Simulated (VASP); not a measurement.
# Ag (P6_3/mmc) in VASP: a series of runs

Runs on Ag. Level: PBEsol. Tasks: single point.

Program: VASP 6.6.1. These are calculated values, not measurements. Logs are shortened: lines on timing, memory, paths and dates and some standing lists are left out, and cuts for length are marked.

**1. The cell of the first run**

Symmetry: P6_3/mmc, No. 194, hexagonal system. The conventional cell has a = 2.930 Å, b = 2.930 Å, c = 4.598 Å, α = 90.00°, β = 90.00°, γ = 120.00°. Ag (site symmetry -6m2) has 12 Ag at 2.85 to 2.93 Å within 3.8 Å.

This isn't the form of Ag at room conditions, which is fcc.

**2. Single point, PBEsol (strain +0.000 along x and y, -0.040 along z)**

File INCAR:

```
PREC = Accurate ; ENCUT = 520
EDIFF = 1E-7 ; ISMEAR = 0
SIGMA = 0.15 ; LREAL = False
LASPH = True ; NELM = 80
ALGO = Fast ; ISIF = 2
LWAVE = False ; LCHARG = False
GGA = PS ; NBANDS = 18
```

File KPOINTS:

```
regular mesh
0
Gamma
  18 18 10
```

File POSCAR:

```
Ag
1.0
    2.9299980804      0.0000000000      0.0000000000
   -1.4649990402      2.5374527707      0.0000000000
    0.0000000000      0.0000000000      4.5984000000
Ag
2
Direct
    0.3333333333      0.6666666667      0.2500000000
    0.6666666667      0.3333333333      0.7500000000
```

Potentials or basis: VASP PAW PBE potentials, release 64 (Ag).

Command:

```sh
> cat potpaw_PBE.64/Ag/POTCAR > POTCAR
> mpirun -np 1 vasp_std > vasp.out
```

OUTCAR:

```text
PREC = Accurate
   ENCUT = 520
   EDIFF = 1E-7
   ISMEAR = 0
   LREAL = False
   LASPH = True
   NELM = 80
   ISIF = 2
   GGA = PS

 ion  position               nearest neighbor table
   1  0.333  0.667  0.250-   2 2.85   2 2.85   2 2.85   2 2.85   2 2.85   2 2.85
   2  0.667  0.333  0.750-   1 2.85   1 2.85   1 2.85   1 2.85   1 2.85   1 2.85

  LATTYP: Found a hexagonal cell.
 ALAT       =     2.9299980804
 C/A-ratio  =     1.5694208234

  Lattice vectors:

 A1 = (   2.9299980804,   0.0000000000,   0.0000000000)
 A2 = (  -1.4649990402,   2.5374527707,   0.0000000000)
 A3 = (   0.0000000000,   0.0000000000,   4.5984000000)

Analysis of symmetry for initial positions (statically):
=====================================================================
 Subroutine PRICEL returns:
 Original cell was already a primitive cell.

 Routine SETGRP: Setting up the symmetry group for a
 hexagonal supercell.

 Subroutine GETGRP returns: Found 24 space group operations
 (whereof 12 operations were pure point group operations)
 out of a pool of 24 trial point group operations.

The static configuration has the point symmetry D_3d.
 The point group associated with its full space group is D_6h.

Analysis of symmetry for dynamics (positions and initial velocities):
=====================================================================
 Subroutine PRICEL returns:
 Original cell was already a primitive cell.

 Routine SETGRP: Setting up the symmetry group for a
 hexagonal supercell.

 Subroutine GETGRP returns: Found 24 space group operations
 (whereof 12 operations were pure point group operations)
 out of a pool of 24 trial point group operations.

The dynamic configuration has the point symmetry D_3d.
 The point group associated with its full space group is D_6h.

 Subroutine INISYM returns: Found 24 space group operations
 (whereof 12 operations are pure point group operations),
 and found     1 'primitive' translations

----------------------------------------------------------------------------------------

                                     Primitive cell

  volume of cell :      34.1879

  direct lattice vectors                    reciprocal lattice vectors
     2.929998080  0.000000000  0.000000000     0.341297152  0.197048003  0.000000000
    -1.464999040  2.537452771  0.000000000     0.000000000  0.394096005  0.000000000
     0.000000000  0.000000000  4.598400000     0.000000000  0.000000000  0.217466945

  length of vectors
     2.929998080  2.929998080  4.598400000     0.394096005  0.394096005  0.217466945

  position of ions in fractional coordinates (direct lattice)
     0.333333333  0.666666667  0.250000000
     0.666666667  0.333333333  0.750000000

  ion indices of the primitive-cell ions
   primitive index   ion index
                 1           1
                 2           2

----------------------------------------------------------------------------------------

 KPOINTS: regular mesh

Automatic generation of k-mesh.
 Grid dimensions read from file:
 generate k-points for:   18   18   10

 Generating k-lattice:

  Cartesian coordinates                     Fractional coordinates (reciprocal lattice)
     0.018960953  0.010947111  0.000000000     0.055555556  0.000000000  0.000000000
     0.000000000  0.021894223  0.000000000     0.000000000  0.055555556  0.000000000
     0.000000000  0.000000000  0.021746695     0.000000000  0.000000000  0.100000000

  Length of vectors
     0.021894223  0.021894223  0.021746695

  Shift w.r.t. Gamma in fractional coordinates (k-lattice)
     0.000000000  0.000000000  0.000000000

 Subroutine IBZKPT returns following result:
 ===========================================

 Found    222 irreducible k-points:

 Following reciprocal coordinates:
            Coordinates               Weight
  0.000000  0.000000  0.000000      1.000000
  0.055556  0.000000  0.000000      6.000000
  0.111111  0.000000  0.000000      6.000000
  0.166667 -0.000000  0.000000      6.000000
  0.222222  0.000000  0.000000      6.000000
  0.277778  0.000000  0.000000      6.000000
[... 16 lines left out ...]
  0.333333  0.111111  0.000000     12.000000
  0.388889  0.111111  0.000000     12.000000
 [... further k-points ...]
   k-points           NKPTS =    222   k-points in BZ     NKDIM =    222   number of bands    NBANDS=     18
   number of dos      NEDOS =    301   number of ions     NIONS =      2
   total plane-waves  NPLWV =  20736
   dimension x,y,z NGX =    24 NGY =   24 NGZ =   36
   dimension x,y,z NGXF=    48 NGYF=   48 NGZF=   72
   ions per type =               2
   NGX,Y,Z   is equivalent  to a cutoff of  13.62, 13.62, 13.02 a.u.
   NGXF,Y,Z  is equivalent  to a cutoff of  27.23, 27.23, 26.03 a.u.
 SYSTEM =  unknown system
   PREC   = accura    normal or accurate (medium, high low for compatibility)
   ISTART =      0    job   : 0-new  1-cont  2-samecut
   ICHARG =      2    charge: 1-file 2-atom 10-const
   ISPIN  =      1    spin polarized calculation?
   LNONCOLLINEAR =      F non collinear calculations
   LSORBIT =      F    spin-orbit coupling
   LASPH  =      T    aspherical Exc in radial PAW
   ENCUT  =  520.0 eV  38.22 Ry    6.18 a.u.   5.45  5.45  8.55*2*pi/ulx,y,z
   NELM   =     80;   NELMIN=  2; NELMDL= -5     # of ELM steps
   EDIFF  = 0.1E-06   stopping-criterion for ELM
   LREAL  =      F    real-space projection
   EDIFFG = 0.1E-05   stopping-criterion for IOM
   NSW    =      0    number of steps for IOM
   IBRION =     -1    ionic relax: 0-MD 1-quasi-New 2-CG
   NFREE  =      0    steps in history (QN), initial steepest desc. (CG)
   ISIF   =      2    stress and relaxation
   ISYM   =      2    0-nonsym 1-usesym 2-fastsym
   POTIM  = 0.5000    time-step for ionic-motion
   TEBEG  =    0.0;   TEEND  =   0.0 temperature during run
   PSTRESS=    0.0 pullay stress
   NELECT =      22.0000    total number of electrons
   NUPDOWN=      -1.0000    fix difference up-down
   EMIN   =  10.00;   EMAX   =-10.00  energy-range for DOS
   EFERMI =   0.00;   METHOD = LEGACY
   ISMEAR =     0;   SIGMA  =   0.15  broadening in eV -4-tet -1-fermi 0-gaus
   EFERMI_NEDOS =   21; number of points for ismear=-14 and -15
   IALGO  =     68    algorithm
   IMIX   =      4    mixing-type and parameters
     AMIX     =   0.40;   BMIX     =  1.00
     AMIX_MAG =   1.60;   BMIX_MAG =  1.00
  volume/ion in A,a.u.               =      17.09       115.36
  Fermi-wavevector in a.u.,A,eV,Ry     =   1.413378  2.670897 27.179512  1.997638
  Thomas-Fermi vector in A             =   2.535030
   LORBIT       =      0    0 simple, 1 ext, 2 COOP (PROOUT), +10 PAW based schemes
   GGA     = PS    functional components
   LHFCALC =     F    Hartree Fock is set to
   AEXX    =    0.0000 exact exchange contribution
   IVDW    =     0    specifies the selected vdW correction
   LEPSILON=     F    determine dielectric tensor
   LRPA    =     F    only Hartree local field effects (RPA)
 non-spin polarized calculation
 RMM-DIIS sequential band-by-band and
 Gauss-broadening in eV      SIGMA  =   0.15
  energy-cutoff  :      520.00
  volume of cell :       34.19
 maximum number of plane-waves:       954
 NGX is ok and might be reduce to    24
   NGX = 11   NGY = 11   NGZ = 17

 number of electron      22.0000001 magnetization

 Free energy of the ion-electron system (eV)
  ---------------------------------------------------
  ext. energy  EPLUGINS =         0.00000000
  ---------------------------------------------------
  free energy    TOTEN  =        -6.58896043 eV

  energy without entropy =       -6.58273165  energy(sigma->0) =       -6.58584604

 E-fermi :   8.1712     XC(G=0): -12.3945

 val. band max:        8.1700855343   @ k =   0.4444   0.0556   0.3000
 cond. band min:       8.1722761288   @ k =   0.3889   0.0556   0.5000
 fundamental gap:      0.0021905945
 Fermi energy:         8.1712148463

 k-point     1 :       0.0000    0.0000    0.0000
  band No.  band energies     occupation
      1       0.3838      2.00000
      2       1.8437      2.00000
      3       3.5299      2.00000
      4       3.5299      2.00000
      5       3.6019      2.00000
      6       3.8064      2.00000
[... 10 lines left out ...]
     17      25.9127      0.00000
     18      26.4181      0.00000

 k-point     2 :       0.0556    0.0000    0.0000
  band No.  band energies     occupation
      1       0.4667      2.00000
      2       1.8896      2.00000
      3       3.4289      2.00000
      4       3.5734      2.00000
      5       3.6982      2.00000
      6       3.7919      2.00000
[... 10 lines left out ...]
     17      26.4030      0.00000
     18      26.4659      0.00000

 k-point     3 :       0.1111    0.0000    0.0000
  band No.  band energies     occupation
      1       0.7086      2.00000
      2       2.0145      2.00000
      3       3.2925      2.00000
      4       3.7009      2.00000
      5       3.7382      2.00000
      6       3.8146      2.00000
[... 10 lines left out ...]
     17      26.5463      0.00000
     18      26.8732      0.00000

 k-point     4 :       0.1667   -0.0000    0.0000
  band No.  band energies     occupation
      1       1.0852      2.00000
      2       2.1736      2.00000
      3       3.1744      2.00000
      4       3.5743      2.00000
      5       3.6927      2.00000
      6       3.7697      2.00000
[... 375 lines left out ...]
      4       3.3718      2.00000
      5       3.3761      2.00000
      6       3.8568      2.00000
[... 10 lines left out ...]
     17      21.8438      0.00000
     18      23.9800      0.00000

 k-point    23 :       0.3333    0.1111    0.0000
  band No.  band energies     occupation
      1       2.1767      2.00000
      2       2.3947      2.00000
      3       2.4107      2.00000
      4       3.3214      2.00000
      5       3.7094      2.00000
      6       3.8774      2.00000
[... 10 lines left out ...]
     17      20.4787      0.00000
     18      23.5155      0.00000

 k-point    24 :       0.3889    0.1111    0.0000
  band No.  band energies     occupation
      1       2.1011      2.00000
      2       2.2907      2.00000
      3       2.3949      2.00000
      4       3.2931      2.00000
      5       3.8183      2.00000
      6       3.9421      2.00000
[... 10 lines left out ...]
     17      19.3982      0.00000
     18      23.2365      0.00000

 [... further k-points ...]
[... 5 lines left out ...]
  --------------------------------------------------------------------------------------
  -------------------------------------------------------------------------------------
  Total       -0.8306657     -0.8306657      0.0226785      0.0000000     -0.0000000     -0.0000000
  in kB      -38.9282418    -38.9282418      1.0628024      0.0000000     -0.0000000     -0.0000000
  external PRESSURE =     -25.5978938 kB  Pullay stress =       0.0000000 kB

 VOLUME and BASIS-vectors are now :
 -----------------------------------------------------------------------------
  energy-cutoff  :      520.00
  volume of cell :       34.19
      direct lattice vectors                 reciprocal lattice vectors
     2.929998080  0.000000000  0.000000000     0.341297152  0.197048003  0.000000000
    -1.464999040  2.537452771  0.000000000     0.000000000  0.394096005  0.000000000
     0.000000000  0.000000000  4.598400000     0.000000000  0.000000000  0.217466945

 POSITION                                       TOTAL-FORCE (eV/Angst)
 -----------------------------------------------------------------------------------
     -0.00000      1.69164      1.14960         0.000000     -0.000000      0.000000
      1.46500      0.84582      3.44880        -0.000000      0.000000      0.000000
 -----------------------------------------------------------------------------------
    total drift:                                0.000000     -0.000000      0.000000

  FREE ENERGIE OF THE ION-ELECTRON SYSTEM (eV)
  ---------------------------------------------------
  free  energy   TOTEN  =        -6.5889604264 eV

  energy  without entropy=       -6.5827316517  energy(sigma->0) =       -6.58584604
```

Wall time 2.9 min (1 thread of Intel Xeon 8259CL, shared host); peak memory 0.24 GiB.

Results:

| Item | Value |
| --- | --- |
| Free energy | -6.5890 eV |
| Pressure | -2.6 GPa |
| Band gap on the k mesh | zero (bands 11 and 12 overlap by 7.23 eV) |

Levels at points of the mesh, in eV from the Fermi level:
```csv
k point,band 7,band 8,band 9,band 10,band 11,band 12,band 13,band 14,band 15,band 16
"(0.00, 0.00, 0.00)",-4.36,-4.19,-4.19,-3.02,-3.02,-0.12,4.13,15.33,17.58,17.58
"(0.50, 0.00, 0.00)",-3.83,-3.00,-2.83,-2.77,-0.02,1.37,7.11,7.32,9.63,10.14
"(0.00, 0.00, 0.50)",-4.43,-4.43,-3.34,-3.34,-3.34,-3.34,11.99,11.99,15.71,15.71
"(0.50, 0.00, 0.50)",-3.09,-3.09,-2.89,-2.89,0.69,0.69,4.49,4.49,13.30,13.30
```

Caveat: the cell differs from its parent crystal (strain +0.000 along x and y, -0.040 along z); the PAW data sets were made with another functional, which shifts forces and pressure a little.

**3. Single point, PBEsol (strain -0.040 along x and y, +0.080 along z)**

File INCAR:

```
PREC = Accurate
ENCUT = 520
EDIFF = 1E-6
ISMEAR = 0
SIGMA = 0.15
LREAL = F
LASPH = T
NELM = 60
ALGO = Fast
ISIF = 2
LWAVE = F
LCHARG = F
GGA = PS
NBANDS = 18
```

KPOINTS is that of step 2.

File POSCAR:

```
Ag
1.0
    2.8127981572      0.0000000000      0.0000000000
   -1.4063990786      2.4359546599      0.0000000000
    0.0000000000      0.0000000000      5.1732000000
Ag
2
Direct
    0.3333333333      0.6666666667      0.2500000000
    0.6666666667      0.3333333333      0.7500000000
```

Potentials or basis: VASP PAW PBE potentials, release 64 (Ag).

Command:

```sh
> cat potpaw_PBE.64/Ag/POTCAR > POTCAR
> mpirun -np 1 vasp_std > vasp.out
```

Wall time 2 min (1 thread of Intel Xeon 8259CL, shared host); peak memory 0.25 GiB.

The run converged. Its results:

```yaml
Free_energy: -6.4832 eV
Pressure: -4.5 GPa
Band_gap_on_the_k_mesh: zero (bands 11 and 12 overlap by 7.83 eV)
```

Stress tensor (GPa, compression positive):
```
 -1.17   0.00   0.00
  0.00  -1.17   0.00
  0.00   0.00 -11.05
```

Levels at points of the mesh, in eV from the Fermi level:
| k point | band 8 | band 9 | band 10 | band 11 | band 12 | band 13 | band 14 | band 15 |
| --- | --- | --- | --- | --- | --- | --- | --- | --- |
| (0.00, 0.00, 0.00) | -3.66 | -3.66 | -3.07 | -3.07 | -1.11 | 1.85 | 14.72 | 16.38 |
| (0.50, 0.00, 0.00) | -3.08 | -2.68 | -2.61 | 0.38 | 1.87 | 6.10 | 6.50 | 8.43 |
| (0.00, 0.00, 0.50) | -4.63 | -3.31 | -3.31 | -3.31 | -3.31 | 8.39 | 8.39 | 16.72 |
| (0.50, 0.00, 0.50) | -3.17 | -2.64 | -2.64 | 0.88 | 0.88 | 4.68 | 4.68 | 12.26 |

Caveat: the cell differs from its parent crystal (strain -0.040 along x and y, +0.080 along z); the cell stands under tension; the PAW data sets were made with another functional, which shifts forces and pressure a little.

(Continued in part 2 of 2.)
